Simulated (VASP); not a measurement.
# SnO2 in VASP: further runs, part 2 of 2

VASP 6.6.1. The steps go on from the part before.

## (3) Relaxation of cell and atoms, r2SCAN, target pressure 40 GPa, at which the enthalpy is minimised

This run uses another cell than the first one, of 10.47 Å³/atom.

File POSCAR:

```
SnO2
1.0
    4.5114534524      0.0000000000      0.0000000000
    0.0000000000      4.5116118550      0.0000000000
    0.0000000000      0.0000000000      3.0849802035
Sn O
2 4
Direct
    0.5000000000      0.5000000000      0.5000000000
    0.0000000000      0.0000000000      0.0000000000
    0.3049794867      0.3050331021      0.0000000000
    0.8049794867      0.1949668979      0.5000000000
    0.1950205133      0.8050331021      0.5000000000
    0.6950205133      0.6949668979      0.0000000000
```

File INCAR.step1:

```
PREC     = Accurate       # precision mode
ENCUT    = 600            # plane-wave cutoff, eV
ISMEAR   = 0              # smearing method
SIGMA    = 0.02           # smearing width, eV
LREAL    = False          # projectors in reciprocal space
LASPH    = True           # aspherical terms in the spheres
NELM     = 80             # most SCF steps
GGA      = PE             # functional
ALGO     = Normal         # electronic algorithm
EDIFF    = 1E-4           # SCF threshold, eV
LWAVE    = True           # write WAVECAR
LCHARG   = False          # write CHGCAR
KPAR     = 4
```

File INCAR.step2:

```
PREC     = Accurate       # precision mode
ENCUT    = 600            # plane-wave cutoff, eV
EDIFF    = 1E-7           # SCF threshold, eV
ISMEAR   = 0              # smearing method
SIGMA    = 0.02           # smearing width, eV
LREAL    = False          # projectors in reciprocal space
LASPH    = True           # aspherical terms in the spheres
NELM     = 80             # most SCF steps
ALGO     = Normal         # electronic algorithm
ISIF     = 3              # what is computed and relaxed
LWAVE    = False          # write WAVECAR
LCHARG   = False          # write CHGCAR
METAGGA  = R2SCAN         # meta-GGA
LMIXTAU  = True         
IBRION   = 2              # ionic algorithm
NSW      = 70             # ionic steps
EDIFFG   = -0.008         # ionic threshold
PSTRESS  = 400.0        
ISTART   = 1            
KPAR     = 4
```

File KPOINTS:

```
regular mesh
0
Gamma
  6 6 10
```

Potentials or basis: VASP PAW PBE potentials, release 64 (Sn_d, O).

On the command line:

```
> cat potpaw_PBE.64/Sn_d/POTCAR potpaw_PBE.64/O/POTCAR > POTCAR
> cp INCAR.step1 INCAR
> mpirun -np 4 vasp_std > vasp.out
> cp INCAR.step2 INCAR
> mpirun -np 4 vasp_std > vasp.out
```

OUTCAR:

```text
PREC = Accurate
   ENCUT = 600
   EDIFF = 1E-7
   ISMEAR = 0
   LREAL = False
   LASPH = True
   NELM = 80
   ISIF = 3
   METAGGA = R2SCAN
   IBRION = 2
   NSW = 70
   EDIFFG = -0.008
   PSTRESS = 400.0
   ISTART = 1

 ion  position               nearest neighbor table
   1  0.500  0.500  0.500-   4 1.95   5 1.95   3 1.98   6 1.98   3 1.98   6 1.98   2 3.54   2 3.54
                             2 3.54   2 3.54   2 3.54   2 3.54   2 3.54   2 3.54
   2  0.000  0.000  0.000-   3 1.95   6 1.95   5 1.98   4 1.98   4 1.98   5 1.98   1 3.54   1 3.54
                             1 3.54   1 3.54   1 3.54   1 3.54   1 3.54   1 3.54
   3  0.305  0.305  0.000-   2 1.95   1 1.98   1 1.98
   4  0.805  0.195  0.500-   1 1.95   2 1.98   2 1.98
   5  0.195  0.805  0.500-   1 1.95   2 1.98   2 1.98
   6  0.695  0.695  0.000-   2 1.95   1 1.98   1 1.98

  LATTYP: Found a simple orthorhombic cell.
 ALAT       =     3.0849802035
 B/A-ratio  =     1.4623929992
 C/A-ratio  =     1.4624443456

  Lattice vectors:

 A1 = (   0.0000000000,   0.0000000000,   3.0849802035)
 A2 = (   4.5114534524,   0.0000000000,   0.0000000000)
 A3 = (   0.0000000000,   4.5116118550,   0.0000000000)

Analysis of symmetry for initial positions (statically):
=====================================================================
 Subroutine PRICEL returns:
 Original cell was already a primitive cell.

 Routine SETGRP: Setting up the symmetry group for a
 simple orthorhombic supercell.

 Subroutine GETGRP returns: Found  8 space group operations
 (whereof  4 operations were pure point group operations)
 out of a pool of  8 trial point group operations.

The static configuration has the point symmetry C_2h.
 The point group associated with its full space group is D_2h.

Analysis of symmetry for dynamics (positions and initial velocities):
=====================================================================
 Subroutine PRICEL returns:
 Original cell was already a primitive cell.

 Routine SETGRP: Setting up the symmetry group for a
 simple orthorhombic supercell.

 Subroutine GETGRP returns: Found  8 space group operations
 (whereof  4 operations were pure point group operations)
 out of a pool of  8 trial point group operations.

The dynamic configuration has the point symmetry C_2h.
 The point group associated with its full space group is D_2h.

 Subroutine INISYM returns: Found  8 space group operations
 (whereof  4 operations are pure point group operations),
 and found     1 'primitive' translations

----------------------------------------------------------------------------------------

                                     Primitive cell

  volume of cell :      62.7915

  direct lattice vectors                    reciprocal lattice vectors
     4.511453452  0.000000000  0.000000000     0.221658056  0.000000000  0.000000000
     0.000000000  4.511611855  0.000000000     0.000000000  0.221650273  0.000000000
     0.000000000  0.000000000  3.084980203     0.000000000  0.000000000  0.324151189

  length of vectors
     4.511453452  4.511611855  3.084980203     0.221658056  0.221650273  0.324151189

  position of ions in fractional coordinates (direct lattice)
[... 39 lines left out ...]

 Found     96 irreducible k-points:

 Following reciprocal coordinates:
            Coordinates               Weight
  0.000000  0.000000  0.000000      1.000000
  0.166667  0.000000  0.000000      2.000000
  0.333333  0.000000  0.000000      2.000000
  0.500000  0.000000  0.000000      1.000000
  0.000000  0.166667  0.000000      2.000000
  0.166667  0.166667  0.000000      4.000000
[... 16 lines left out ...]
  0.333333  0.166667  0.100000      8.000000
  0.500000  0.166667  0.100000      4.000000
 [... further k-points ...]
   k-points           NKPTS =     96   k-points in BZ     NKDIM =     96   number of bands    NBANDS=     31
   number of dos      NEDOS =    301   number of ions     NIONS =      6
   total plane-waves  NPLWV =  36288
   dimension x,y,z NGX =    36 NGY =   36 NGZ =   28
   dimension x,y,z NGXF=    72 NGYF=   72 NGZF=   56
   ions per type =               2   4
   NGX,Y,Z   is equivalent  to a cutoff of  13.27, 13.27, 15.09 a.u.
   NGXF,Y,Z  is equivalent  to a cutoff of  26.53, 26.53, 30.18 a.u.
 SYSTEM =  unknown system
   PREC   = accura    normal or accurate (medium, high low for compatibility)
   ISTART =      1    job   : 0-new  1-cont  2-samecut
   ICHARG =      0    charge: 1-file 2-atom 10-const
   ISPIN  =      1    spin polarized calculation?
   LNONCOLLINEAR =      F non collinear calculations
   LSORBIT =      F    spin-orbit coupling
   LASPH  =      T    aspherical Exc in radial PAW
   ENCUT  =  600.0 eV  44.10 Ry    6.64 a.u.   9.01  9.01  6.16*2*pi/ulx,y,z
   NELM   =     80;   NELMIN=  2; NELMDL=  0     # of ELM steps
   EDIFF  = 0.1E-06   stopping-criterion for ELM
   LREAL  =      F    real-space projection
   EDIFFG = -.8E-02   stopping-criterion for IOM
   NSW    =     70    number of steps for IOM
   IBRION =      2    ionic relax: 0-MD 1-quasi-New 2-CG
   NFREE  =      1    steps in history (QN), initial steepest desc. (CG)
   ISIF   =      3    stress and relaxation
   ISYM   =      2    0-nonsym 1-usesym 2-fastsym
   POTIM  = 0.5000    time-step for ionic-motion
   TEBEG  =    0.0;   TEEND  =   0.0 temperature during run
   PSTRESS=  400.0 pullay stress
   NELECT =      52.0000    total number of electrons
   NUPDOWN=      -1.0000    fix difference up-down
   EMIN   =  10.00;   EMAX   =-10.00  energy-range for DOS
   EFERMI =   0.00;   METHOD = LEGACY
   ISMEAR =     0;   SIGMA  =   0.02  broadening in eV -4-tet -1-fermi 0-gaus
   EFERMI_NEDOS =   21; number of points for ismear=-14 and -15
   IALGO  =     38    algorithm
   IMIX   =      4    mixing-type and parameters
     AMIX     =   0.40;   BMIX     =  1.00
     AMIX_MAG =   1.60;   BMIX_MAG =  1.00
  volume/ion in A,a.u.               =      10.47        70.62
  Fermi-wavevector in a.u.,A,eV,Ry     =   1.537361  2.905190 32.157065  2.363478
  Thomas-Fermi vector in A             =   2.643880
   LORBIT       =      0    0 simple, 1 ext, 2 COOP (PROOUT), +10 PAW based schemes
   METAGGA = R2SCAN    functional components
   LHFCALC =     F    Hartree Fock is set to
   AEXX    =    0.0000 exact exchange contribution
   IVDW    =     0    specifies the selected vdW correction
   LEPSILON=     F    determine dielectric tensor
   LRPA    =     F    only Hartree local field effects (RPA)
 conjugate gradient relaxation of ions
 non-spin polarized calculation
 Gauss-broadening in eV      SIGMA  =   0.02
  energy-cutoff  :      600.00
  volume of cell :       62.79
 maximum number of plane-waves:      2116
   NGX = 19   NGY = 19   NGZ = 13

--------------------------------------- Ionic step        1  -------------------------------------------

 number of electron      52.0000011 magnetization

 Free energy of the ion-electron system (eV)
  ---------------------------------------------------
  ext. energy  EPLUGINS =         0.00000000
  ---------------------------------------------------
  free energy    TOTEN  =       -83.42774829 eV

  energy without entropy =      -83.42774829  energy(sigma->0) =      -83.42774829

------------------------ aborting loop because EDIFF is reached ----------------------------------------

  FORCE on cell =-STRESS in cart. coord.  units (eV):
  Direction    XX          YY          ZZ          XY          YZ          ZX
  --------------------------------------------------------------------------------------
  -------------------------------------------------------------------------------------
  Total       16.6352765     16.6355086     18.6772835      0.0000000      0.0000000      0.0000000
  in kB      424.4631712    424.4690933    476.5667103      0.0000000      0.0000000      0.0000000
  external PRESSURE =      41.8329916 kB  Pullay stress =     400.0000000 kB
[... 281 lines left out ...]
--------------------------------------- Ionic step        8  -------------------------------------------

 number of electron      52.0000009 magnetization

 Free energy of the ion-electron system (eV)
  ---------------------------------------------------
  ext. energy  EPLUGINS =         0.00000000
  ---------------------------------------------------
  free energy    TOTEN  =       -83.58695061 eV

  energy without entropy =      -83.58695061  energy(sigma->0) =      -83.58695061

 E-fermi :   7.3678     XC(G=0): -12.7739

 val. band max:        7.2103807910   @ k =   0.0000   0.0000   0.0000
 cond. band min:      10.6720156774   @ k =   0.0000   0.0000   0.0000
 fundamental gap:      3.4616348863
 Fermi energy:         7.3677626243

 k-point     1 :       0.0000    0.0000    0.0000
  band No.  band energies     occupation
      1     -14.8595      2.00000
      2     -13.9119      2.00000
      3     -13.1736      2.00000
      4     -12.9574      2.00000
      5     -12.9574      2.00000
      6     -12.9230      2.00000
[... 805 lines left out ...]
     30      16.2497      0.00000
     31      20.2563      0.00000

 [... further k-points ...]
[... 5 lines left out ...]
  --------------------------------------------------------------------------------------
  -------------------------------------------------------------------------------------
  Total       15.8011376     15.8015375     15.7821322      0.0000000      0.0000000      0.0000000
  in kB      399.5291371    399.5392483    399.0485893      0.0000000      0.0000000      0.0000000
  external PRESSURE =      -0.6276751 kB  Pullay stress =     400.0000000 kB
[... 25 lines left out ...]
  energy  without entropy=      -83.5869506084  energy(sigma->0) =      -83.58695061

  enthalpy is  TOTEN    =       -67.7671907019 eV   P V=       15.8197599065

 reached required accuracy - stopping structural energy minimisation
```

Run time: 30 min. Hardware: 4 MPI ranks of Oxide Virtual Turin-like, shared host; peak memory 0.3 GiB.

Results:

- Free energy: -83.5870 eV
- Relaxed volume: 10.56 Å³/atom
- Relaxed cell: a = 4.506 Å, b = 4.506 Å, c = 3.121 Å, α = 90.00°, β = 90.00°, γ = 90.00°
- Space group after relaxing (to 0.1 Å): P4_2/mnm (No. 136)
- Energy change on relaxing (the run minimises the enthalpy): -26.5 meV/atom
- Ionic steps: 8
- Pressure after relaxing: 39.9 GPa
- Largest force after relaxing: 0.005 eV/Å
- Band gap on the k mesh: 3.46 eV

Forces on the atoms (eV/Å):
```
Sn   0.000  0.000  0.000
Sn   0.000  0.000  0.000
O    0.003  0.004  0.000
O    0.003 -0.004  0.000
O   -0.003  0.004  0.000
O   -0.003 -0.004  0.000
```

The path:
| step | energy change (eV) | largest force (eV/Å) | pressure (GPa) | volume (Å³) |
| --- | --- | --- | --- | --- |
| 1 | 0.0000 | 0.2087 | 44.18 | 62.79 |
| 2 | -0.5608 | 0.4394 | 28.64 | 65.30 |
| 3 | -0.1938 | 0.0015 | 39.33 | 63.51 |
| 4 | -0.1902 | 0.0025 | 39.42 | 63.50 |
| 5 | -0.1440 | 0.0953 | 40.30 | 63.31 |
| 6 | -0.1500 | 0.0829 | 40.19 | 63.33 |
| 7 | -0.1600 | 0.0031 | 39.91 | 63.37 |
| 8 | -0.1592 | 0.0049 | 39.94 | 63.37 |

Final structure:
```yaml
crystal:
  lattice:
    - [4.50610, 0.00000, 0.00000]
    - [0.00000, 4.50629, 0.00000]
    - [0.00000, 0.00000, 3.12055]
  atoms:
    - { symbol: Sn, position: [0.50000, 0.50000, 0.50000] }
    - { symbol: Sn, position: [0.00000, 0.00000, 0.00000] }
    - { symbol: O, position: [0.30490, 0.30497, 0.00000] }
    - { symbol: O, position: [0.80490, 0.19503, 0.50000] }
    - { symbol: O, position: [0.19510, 0.80497, 0.50000] }
    - { symbol: O, position: [0.69510, 0.69503, 0.00000] }
```

Caveat: the cell is relaxed towards a set pressure, so the run minimises the enthalpy, not the energy; the PAW data sets were made with another functional, which shifts forces and pressure a little; spin-orbit coupling is left out, which moves the levels of the heavy elements.
